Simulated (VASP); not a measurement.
Runs of VASP 6.6.1 on CdO2. The structure is trigonal, space group P-3m1 (No. 164). The conventional cell has a = 3.476 Å, b = 3.476 Å, c = 4.148 Å, α = 90.00°, β = 90.00°, γ = 120.00°. Cd (site symmetry -3m) has 6 O at 2.25 Å within 3.0 Å. O (site symmetry 3m) has 3 Cd at 2.25 Å and 6 O at 2.85 to 2.92 Å within 3.0 Å. 

```csv
k mesh,gap on the mesh (eV),pressure (GPa),largest force (eV/Å)
9 × 9 × 7,none,-9.1,0.23
5 × 5 × 4,none,-9.2,(a)
7 × 7 × 6,none,-9.1,0.23
3 × 3 × 2,none,-9.5,0.28
3 × 3 × 3,none,-9.2,0.23
6 × 6 × 4,none,(b),0.22
```

Alike in all rows: task single point; level PBEsol; potentials or basis VASP PAW PBE potentials, release 64 (Cd, O); no spin polarisation; cell as given; cutoff (eV) 600; smearing fermi-dirac 0.1 eV.

Fill in the values left out.

(a) 0.21; (b) -9.0.

Caveats: some runs use coarse meshes; the PAW data sets were made with another functional, which shifts forces and pressure a little.

A k mesh can miss the band edges, and the runs leave out spin-orbit coupling on Cd.

A gap of «none» marks levels without a gap at the run's occupations.
